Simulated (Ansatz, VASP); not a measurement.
## PbF2: VASP beside Ansatz

File INCAR:

```
PREC     = Accurate       # precision mode
ENCUT    = 520            # plane-wave cutoff, eV
EDIFF    = 1E-8           # SCF threshold, eV
ISMEAR   = -1             # smearing method
SIGMA    = 0.03           # smearing width, eV
LREAL    = F              # projectors in reciprocal space
LASPH    = T              # aspherical terms in the spheres
NELM     = 80             # most SCF steps
ALGO     = Normal         # electronic algorithm
ISIF     = 2              # what is computed and relaxed
LWAVE    = F              # write WAVECAR
LCHARG   = F              # write CHGCAR
GGA      = PE             # functional
LEFG     = T            
NBANDS   = 21             # bands
```

Contents of KPOINTS:

```
regular mesh
0
Gamma
  7 7 7
```

POSCAR

```
PbF2
1.0
    0.0000000000      2.9579484323      2.9579484323
    2.9579484323      0.0000000000      2.9579484323
    2.9579484323      2.9579484323      0.0000000000
Pb F
1 2
Direct
    0.0000000000      0.0000000000      0.0000000000
    0.7500000000      0.7500000000      0.7500000000
    0.2500000000      0.2500000000      0.2500000000
```

Input for Ansatz:

```yaml
crystal:
  lattice:
    - [0.0, 2.9579484323, 2.9579484323]
    - [2.9579484323, 0.0, 2.9579484323]
    - [2.9579484323, 2.9579484323, 0.0]
  atoms:
    - { symbol: Pb, position: [0.0, 0.0, 0.0] }
    - { symbol: F, position: [0.75, 0.75, 0.75] }
    - { symbol: F, position: [0.25, 0.25, 0.25] }
kpoints:
  mp_grid: { grid: [7, 7, 7] }
scf:
  occupations: { method: fermi_dirac, width: 0.03 }
hamiltonian:
  xc: pbe
  pseudopotentials: { kind: paw }
output:
  forces: true
  stress: true
  eigenvalues: true
  efg: { contact_densities: true }
  populations: true
  write_density: true
  write_potential: true
  elf: true
  volumetric_format: npy
```

Change from the starting cell: shortest bond scaled by 1, PAW files.

Alike in both runs: task electric field gradients; functional PBE; k mesh 7 × 7 × 7; occupations fermi-dirac, width 0.03 eV; no spin polarisation.

|  | VASP | Ansatz |
| --- | --- | --- |
| version | VASP 6.6.1 | Ansatz 0.2.0 |
| potentials or method | VASP PAW PBE potentials, release 64 (Pb_d, F) | PAW with Ansatz's default frozen-core files, scalar-relativistic |
| plane-wave cutoff (eV) | 520 | 420 |
| valence electrons in the cell | 28 | 28 |

Ansatz gave:

```
gap on the k mesh at the Fermi level (eV) : 4.46
pressure (GPa)                            : 3.2
```

Problem. What did VASP give for the same quantities?

Solution. gap on the k mesh at the Fermi level (eV): 4.46; pressure (GPa): 2.9.

The functional is the same, so the differences come from potentials, cutoffs and numerics.

Neither program's run includes spin-orbit coupling.
